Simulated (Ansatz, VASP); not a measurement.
## Two plane-wave programs on Al3Cu2

```
Al Cu
1.0
     4.09195    0.00000    0.00000
    -2.04598    3.54373    0.00000
     0.00000    0.00000    4.99278
Al Cu
3 2
Direct
  0.00000 0.00000 0.00000
  0.33333 0.66667 0.34993
  0.66667 0.33333 0.65007
  0.33333 0.66667 0.83951
  0.66667 0.33333 0.16049
```

Alike in both runs: task single point; functional PBEsol; k mesh 12 × 12 × 8; occupations gaussian, width 0.1 eV; no spin polarisation.

```csv
,VASP,Ansatz
version,VASP 6.6.1,Ansatz 0.2.0
potentials or method,"VASP PAW PBE potentials, release 64 (Al, Cu), cutoff 520 eV","scalar-relativistic, plane waves, PAW"
valence electrons in the cell,31,47
```

Ansatz gave:

- gap on the k mesh at the Fermi level (eV): none
- pressure (GPa): 0.1
- traceless stress, the component that is largest in VASP (GPa): -0.33
- rms of the force components (eV/Å): 0.025

Q: Which values does VASP return?

A: gap on the k mesh at the Fermi level (eV): none; pressure (GPa): 0.6; traceless stress, the component that is largest in VASP (GPa): -0.32; rms of the force components (eV/Å): 0.025.

VASP's potentials were made for PBE, not for PBEsol. Atom by atom the forces differ by 0.002 eV/Å (rms over components). A gap of «none» marks a metal or a gap that the smearing closes. VASP's potentials hold 31 valence electrons a cell and Ansatz's 47, so a difference there can come from the potentials and not from the codes.
